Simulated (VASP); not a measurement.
# Mg3Te (I4/mmm) in VASP: a series of runs, part 2 of 2

VASP 6.6.1.

## Step 3: Single point, PBE (strained)

The input, INCAR:

```
  PREC = Accurate
  ENCUT = 520
  EDIFF = 1E-7
  ISMEAR = 0
  SIGMA = 0.1
  LREAL = False
  LASPH = True
  NELM = 100
  ALGO = Fast
  ISIF = 2
  LWAVE = False
  LCHARG = True
  GGA = PE
  LELF = True
  LVHAR = True
  NBANDS = 14
```

The input, KPOINTS:

```
Automatic mesh
0
Gamma
  14 14 14
```

The input, POSCAR:

```
Mg3Te
1.0
   -2.1759430560      2.1759430560      4.8973946248
    2.1759430560     -2.1759430560      4.8973946248
    2.1759430560      2.1759430560     -4.8973946248
Mg Te
3 1
Direct
    0.5000000000      0.5000000000      0.0000000000
    0.7500000000      0.2500000000      0.5000000000
    0.2500000000      0.7500000000      0.5000000000
    0.0000000000      0.0000000000      0.0000000000
```

Potentials or basis: VASP PAW PBE potentials, release 64 (Mg, Te).

On the command line:

```sh
cat potpaw_PBE.64/Mg/POTCAR potpaw_PBE.64/Te/POTCAR > POTCAR
mpirun -np 1 vasp_std > vasp.out
```

OUTCAR:

```text
PREC = Accurate
   ENCUT = 520
   EDIFF = 1E-7
   ISMEAR = 0
   LREAL = False
   LASPH = True
   NELM = 100
   ISIF = 2
   GGA = PE

 ion  position               nearest neighbor table
   1  0.500  0.500  0.000-   4 3.08   4 3.08   4 3.08   4 3.08   3 3.28   2 3.28   3 3.28   2 3.28
                             3 3.28   3 3.28   2 3.28   2 3.28
   2  0.750  0.250  0.500-   3 3.08   3 3.08   3 3.08   3 3.08   4 3.28   1 3.28   4 3.28   1 3.28
                             1 3.28   1 3.28   4 3.28   4 3.28
   3  0.250  0.750  0.500-   2 3.08   2 3.08   2 3.08   2 3.08   4 3.28   1 3.28   4 3.28   1 3.28
                             4 3.28   4 3.28   1 3.28   1 3.28
   4  0.000  0.000  0.000-   1 3.08   1 3.08   1 3.08   1 3.08   3 3.28   2 3.28   3 3.28   2 3.28
                             2 3.28   2 3.28   3 3.28   3 3.28

  LATTYP: Found a body centered tetragonal cell.
 ALAT       =     4.3518861120
 C/A-ratio  =     2.2506998110

  Lattice vectors:

 A1 = (  -2.1759430560,   2.1759430560,   4.8973946248)
 A2 = (   2.1759430560,  -2.1759430560,   4.8973946248)
 A3 = (   2.1759430560,   2.1759430560,  -4.8973946248)

Analysis of symmetry for initial positions (statically):
=====================================================================
 Subroutine PRICEL returns:
 Original cell was already a primitive cell.

 Routine SETGRP: Setting up the symmetry group for a
 body centered tetragonal supercell.

 Subroutine GETGRP returns: Found 16 space group operations
 (whereof 16 operations were pure point group operations)
 out of a pool of 16 trial point group operations.

The static configuration has the point symmetry D_4h.

Analysis of symmetry for dynamics (positions and initial velocities):
=====================================================================
 Subroutine PRICEL returns:
 Original cell was already a primitive cell.

 Routine SETGRP: Setting up the symmetry group for a
 body centered tetragonal supercell.

 Subroutine GETGRP returns: Found 16 space group operations
 (whereof 16 operations were pure point group operations)
 out of a pool of 16 trial point group operations.

The dynamic configuration has the point symmetry D_4h.

 Subroutine INISYM returns: Found 16 space group operations
 (whereof 16 operations are pure point group operations),
 and found     1 'primitive' translations

----------------------------------------------------------------------------------------

                                     Primitive cell

  volume of cell :      92.7513

  direct lattice vectors                    reciprocal lattice vectors
    -2.175943056  2.175943056  4.897394625     0.000000000  0.229785425  0.102095101
     2.175943056 -2.175943056  4.897394625     0.229785425  0.000000000  0.102095101
     2.175943056  2.175943056 -4.897394625     0.229785425  0.229785425  0.000000000

  length of vectors
     5.783937282  5.783937282  5.783937282     0.251445325  0.251445325  0.324965665

  position of ions in fractional coordinates (direct lattice)
     0.500000000  0.500000000  0.000000000
     0.750000000  0.250000000  0.500000000
     0.250000000  0.750000000  0.500000000
     0.000000000  0.000000000  0.000000000

  ion indices of the primitive-cell ions
   primitive index   ion index
                 1           1
[... 61 lines left out ...]
   dimension x,y,z NGXF=    96 NGYF=   96 NGZF=   96
   ions per type =               3   1
   NGX,Y,Z   is equivalent  to a cutoff of  13.80, 13.80, 13.80 a.u.
   NGXF,Y,Z  is equivalent  to a cutoff of  27.59, 27.59, 27.59 a.u.
 SYSTEM =  unknown system
   PREC   = accura    normal or accurate (medium, high low for compatibility)
   ISTART =      0    job   : 0-new  1-cont  2-samecut
   ICHARG =      2    charge: 1-file 2-atom 10-const
   ISPIN  =      1    spin polarized calculation?
   LNONCOLLINEAR =      F non collinear calculations
   LSORBIT =      F    spin-orbit coupling
   LASPH  =      T    aspherical Exc in radial PAW
   ENCUT  =  520.0 eV  38.22 Ry    6.18 a.u.  10.75 10.75 10.75*2*pi/ulx,y,z
   NELM   =    100;   NELMIN=  2; NELMDL= -5     # of ELM steps
   EDIFF  = 0.1E-06   stopping-criterion for ELM
   LREAL  =      F    real-space projection
   EDIFFG = 0.1E-05   stopping-criterion for IOM
   NSW    =      0    number of steps for IOM
   IBRION =     -1    ionic relax: 0-MD 1-quasi-New 2-CG
   NFREE  =      0    steps in history (QN), initial steepest desc. (CG)
   ISIF   =      2    stress and relaxation
   ISYM   =      2    0-nonsym 1-usesym 2-fastsym
   POTIM  = 0.5000    time-step for ionic-motion
   TEBEG  =    0.0;   TEEND  =   0.0 temperature during run
   PSTRESS=    0.0 pullay stress
   NELECT =      12.0000    total number of electrons
   NUPDOWN=      -1.0000    fix difference up-down
   EMIN   =  10.00;   EMAX   =-10.00  energy-range for DOS
   EFERMI =   0.00;   METHOD = LEGACY
   ISMEAR =     0;   SIGMA  =   0.10  broadening in eV -4-tet -1-fermi 0-gaus
   EFERMI_NEDOS =   21; number of points for ismear=-14 and -15
   IALGO  =     68    algorithm
   IMIX   =      4    mixing-type and parameters
     AMIX     =   0.40;   BMIX     =  1.00
     AMIX_MAG =   1.60;   BMIX_MAG =  1.00
  volume/ion in A,a.u.               =      23.19       156.48
  Fermi-wavevector in a.u.,A,eV,Ry     =   0.827997  1.564687  9.327859  0.685578
  Thomas-Fermi vector in A             =   1.940297
   LORBIT       =      0    0 simple, 1 ext, 2 COOP (PROOUT), +10 PAW based schemes
   GGA     = PE    functional components
   LHFCALC =     F    Hartree Fock is set to
   AEXX    =    0.0000 exact exchange contribution
   IVDW    =     0    specifies the selected vdW correction
   LEPSILON=     F    determine dielectric tensor
   LRPA    =     F    only Hartree local field effects (RPA)
 non-spin polarized calculation
 RMM-DIIS sequential band-by-band and
 Gauss-broadening in eV      SIGMA  =   0.10
  energy-cutoff  :      520.00
  volume of cell :       92.75
 maximum number of plane-waves:      2523
 NGX is ok and might be reduce to    48
   NGX = 21   NGY = 21   NGZ = 21

 number of electron      12.0000000 magnetization

 Free energy of the ion-electron system (eV)
  ---------------------------------------------------
  ext. energy  EPLUGINS =         0.00000000
  ---------------------------------------------------
  free energy    TOTEN  =        -8.27086226 eV

  energy without entropy =       -8.26168259  energy(sigma->0) =       -8.26627243

 E-fermi :   4.9398     XC(G=0):  -9.0915

 val. band max:        4.9385756921   @ k =   0.4286   0.2143   0.0714
 cond. band min:       4.9409041933   @ k =   0.4286   0.1429  -0.0000
 fundamental gap:      0.0023285012
 Fermi energy:         4.9397590144

 k-point     1 :       0.0000    0.0000    0.0000
  band No.  band energies     occupation
      1      -7.5126      2.00000
      2       0.7966      2.00000
      3       0.8356      2.00000
      4       2.0490      2.00000
      5       2.0490      2.00000
      6       5.3210      0.00000
      7       5.8531      0.00000
      8       6.1471      0.00000
      9       6.1471      0.00000
     10       6.3486      0.00000
     11       8.1888      0.00000
     12      10.7620      0.00000
     13      10.7620      0.00000
     14      10.9395      0.00000
[... 377 lines left out ...]
      1      -7.1318      2.00000
      2      -0.7484      2.00000
      3       0.4132      2.00000
      4       1.3583      2.00000
      5       2.9692      2.00000
      6       4.7950      1.95932
      7       5.5507      0.00000
      8       6.7353      0.00000
      9       7.2680      0.00000
     10       8.7124      0.00000
     11       8.9023      0.00000
     12       9.9041      0.00000
     13      10.4518      0.00000
     14      11.1841      0.00000

 [... further k-points ...]

------------------------ aborting loop because EDIFF is reached ----------------------------------------

  FORCE on cell =-STRESS in cart. coord.  units (eV):
  Direction    XX          YY          ZZ          XY          YZ          ZX
  --------------------------------------------------------------------------------------
  -------------------------------------------------------------------------------------
  Total        0.5491008      0.5491008      1.3833684      0.0000000      0.0000000      0.0000000
  in kB        9.4851139      9.4851139     23.8961689      0.0000000      0.0000000      0.0000000
  external PRESSURE =      14.2887989 kB  Pullay stress =       0.0000000 kB

 VOLUME and BASIS-vectors are now :
 -----------------------------------------------------------------------------
  energy-cutoff  :      520.00
  volume of cell :       92.75
      direct lattice vectors                 reciprocal lattice vectors
    -2.175943056  2.175943056  4.897394625     0.000000000  0.229785425  0.102095101
     2.175943056 -2.175943056  4.897394625     0.229785425  0.000000000  0.102095101
     2.175943056  2.175943056 -4.897394625     0.229785425  0.229785425  0.000000000

 POSITION                                       TOTAL-FORCE (eV/Angst)
 -----------------------------------------------------------------------------------
      0.00000      0.00000      4.89739         0.000000      0.000000     -0.000000
     -0.00000      2.17594      2.44870        -0.000000     -0.000000      0.000000
      2.17594     -0.00000      2.44870         0.000000      0.000000     -0.000000
      0.00000      0.00000      0.00000         0.000000      0.000000     -0.000000
 -----------------------------------------------------------------------------------
    total drift:                                0.000000     -0.000000     -0.000000

  FREE ENERGIE OF THE ION-ELECTRON SYSTEM (eV)
  ---------------------------------------------------
  free  energy   TOTEN  =        -8.2708622641 eV

  energy  without entropy=       -8.2616825862  energy(sigma->0) =       -8.26627243
```

OSZICAR:

```text
N       E                     dE             d eps       ncg     rms          rms(c)
DAV:   1     0.184235786679E+02    0.18424E+02   -0.38415E+03  6832   0.638E+02
DAV:   2    -0.689399036876E+01   -0.25318E+02   -0.23613E+02  8834   0.865E+01
DAV:   3    -0.833978781966E+01   -0.14458E+01   -0.14330E+01  8954   0.179E+01
DAV:   4    -0.835402274468E+01   -0.14235E-01   -0.14231E-01  7942   0.230E+00
DAV:   5    -0.835422332622E+01   -0.20058E-03   -0.20058E-03  9048   0.290E-01    0.695E+00
RMM:   6    -0.829716578133E+01    0.57058E-01   -0.31929E-02  6842   0.700E-01    0.413E+00
RMM:   7    -0.827294639634E+01    0.24219E-01   -0.30752E-02  7134   0.809E-01    0.342E-01
RMM:   8    -0.827086130080E+01    0.20851E-02   -0.30882E-03  7365   0.285E-01    0.586E-02
RMM:   9    -0.827086249734E+01   -0.11965E-05   -0.42668E-04  8178   0.122E-01    0.523E-02
RMM:  10    -0.827086496705E+01   -0.24697E-05   -0.81544E-05  8371   0.511E-02    0.414E-02
RMM:  11    -0.827086218346E+01    0.27836E-05   -0.98773E-06  8187   0.204E-02    0.346E-02
RMM:  12    -0.827086216346E+01    0.19993E-07   -0.33258E-06  7989   0.113E-02    0.102E-02
RMM:  13    -0.827086236027E+01   -0.19681E-06   -0.98418E-07  8428   0.635E-03    0.244E-02
RMM:  14    -0.827086220303E+01    0.15724E-06   -0.16642E-07  6290   0.267E-03    0.138E-02
RMM:  15    -0.827086226407E+01   -0.61033E-07   -0.40816E-08  4862   0.136E-03
   1 F= -.82708623E+01 E0= -.82662724E+01  d E =-.917968E-02
```

Wall time 6.4 min (1 thread of AMD EPYC 9R45 (Zen 5), shared host); peak memory 0.54 GiB.

What came out:

```
Free energy            : -8.2709 eV
Pressure               : 1.4 GPa
Band gap on the k mesh : zero (bands 6 and 7 overlap by 2.03 eV)
```

Levels at points of the mesh, in eV from the Fermi level:
| k point | band 2 | band 3 | band 4 | band 5 | band 6 | band 7 | band 8 | band 9 | band 10 | band 11 |
| --- | --- | --- | --- | --- | --- | --- | --- | --- | --- | --- |
| (0.00, 0.00, 0.00) | -4.14 | -4.10 | -2.89 | -2.89 | 0.38 | 0.91 | 1.21 | 1.21 | 1.41 | 3.25 |
| (0.50, 0.00, 0.00) | -6.35 | -4.41 | -3.04 | -2.53 | 0.71 | 0.75 | 1.79 | 2.72 | 3.07 | 3.85 |
| (0.50, 0.50, 0.00) | -5.48 | -4.95 | -3.96 | -2.83 | -1.75 | 0.01 | 1.45 | 1.63 | 1.80 | 6.49 |
| (0.50, 0.50, 0.50) | -6.64 | -3.20 | -3.20 | -1.81 | 0.60 | 0.98 | 3.38 | 3.38 | 4.13 | 4.95 |

Caveat: the cell differs from its parent crystal (strained); spin-orbit coupling is left out, which moves the levels of the heavy elements.

## Step 4: Single point, PBE (strained)

The input, INCAR:

```
SYSTEM = Mg3Te
  ALGO = Fast
  EDIFF = 1E-6
  ENCUT = 520
  GGA = PE
  ISIF = 2
  ISMEAR = 0
  LASPH = .TRUE.
  LCHARG = .FALSE.
  LREAL = .FALSE.
  LWAVE = .FALSE.
  NBANDS = 14
  NELM = 80
  PREC = Accurate
  SIGMA = 0.1
```

The input, KPOINTS:

```
k-points
0
G
  14 14 14
  0 0 0
```

The input, POSCAR:

```
Mg3Te
1.0
   -2.1087671520      2.1087671520      5.3654230616
    2.1087671520     -2.1087671520      5.3654230616
    2.1087671520      2.1087671520     -5.3654230616
Mg Te
3 1
Direct
    0.5000000000      0.5000000000      0.0000000000
    0.7500000000      0.2500000000      0.5000000000
    0.2500000000      0.7500000000      0.5000000000
    0.0000000000      0.0000000000      0.0000000000
```

On the command line:

```sh
cat potpaw_PBE.64/Mg/POTCAR potpaw_PBE.64/Te/POTCAR > POTCAR
mpirun -np 1 vasp_std > vasp.out
```

It took 5.2 min on 1 thread of AMD EPYC 9R45 (Zen 5), shared host; peak memory 0.54 GiB.

It converged, with:

```
Free energy            : -8.3010 eV
Pressure               : 0.8 GPa
Band gap on the k mesh : zero (bands 6 and 7 overlap by 1.73 eV)
```

Stress tensor (GPa, compression positive):
```
0.93 0.00 0.00
0.00 0.93 0.00
0.00 0.00 0.51
```

Levels at points of the mesh, in eV from the Fermi level:
```csv
k point,band 4,band 5,band 6,band 7,band 8,band 9
"(0.00, 0.00, 0.00)",-2.60,-2.60,0.31,1.30,1.68,1.68
"(0.50, 0.00, 0.00)",-3.13,-2.11,0.04,0.99,2.44,2.49
"(0.50, 0.50, 0.00)",-3.56,-2.56,-1.50,-0.21,0.85,0.97
"(0.50, 0.50, 0.50)",-2.77,-1.36,0.28,1.26,3.11,3.25
```

Caveat: the cell differs from its parent crystal (strained); spin-orbit coupling is left out, which moves the levels of the heavy elements.

## Step 5: Summary

```csv
cell,further INCAR settings,gap on the mesh (eV),pressure (GPa)
"a = 5.989 Å, angles 139.3, 139.3, 58.8°, 4 atoms",ALGO = Fast; EDIFF = 1e-06; NBANDS = 14,none,3.1
"a = 5.784 Å, angles 135.8, 135.8, 64.3°, 4 atoms",ALGO = Fast; EDIFF = 1e-07; NBANDS = 14,none,1.4
"a = 6.139 Å, angles 139.8, 139.8, 58.1°, 4 atoms",ALGO = Fast; EDIFF = 1e-06; NBANDS = 14,none,0.8
```

Alike in all rows: task single point; level PBE; potentials or basis VASP PAW PBE potentials, release 64 (Mg, Te); no spin polarisation; k mesh 14 × 14 × 14; cutoff (eV) 520; smearing gaussian 0.1 eV.

Caveats: spin-orbit coupling is left out, which moves the levels of the heavy elements; the cell stands under pressure (at least some runs).

Absolute energies hang on the potentials; compare differences alone.
